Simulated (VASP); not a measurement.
Input of a VASP 6.6.1 run:

File INCAR:

```
PREC = Accurate
ENCUT = 520
EDIFF = 1E-6
ISMEAR = 0
SIGMA = 0.15
LREAL = F
LASPH = T
NELM = 80
ALGO = Normal
ISIF = 2
LWAVE = F
LCHARG = F
GGA = PS
NBANDS = 10
```

The input KPOINTS:

```
Automatic mesh
0
Gamma
  20 20 20
```

The input POSCAR:

```
Re
1.0
    0.0000000000      1.9157500000      2.0342500000
    1.9157500000      0.0000000000      2.0342500000
    1.9157500000      1.9157500000      0.0000000000
Re
1
Direct
    0.0000000000      0.0000000000      0.0000000000
```

Potentials or basis: VASP PAW PBE potentials, release 64 (Re).

Launch:

```bash
$ cat potpaw_PBE.64/Re/POTCAR > POTCAR
$ mpirun -np 1 vasp_std > vasp.out
```

(1) Estimate the pressure.

(2) Predict the band gap on the k mesh.

Results:

(1) -7.9 GPa.

(2) zero (an odd number of electrons rules out a gap without spin polarisation).

Caveat: the cell differs from its parent crystal (strain -0.030 along x and y, +0.030 along z); the cell stands under tension; the PAW data sets were made with another functional, which shifts forces and pressure a little; spin-orbit coupling is left out, which moves the levels of the heavy elements.
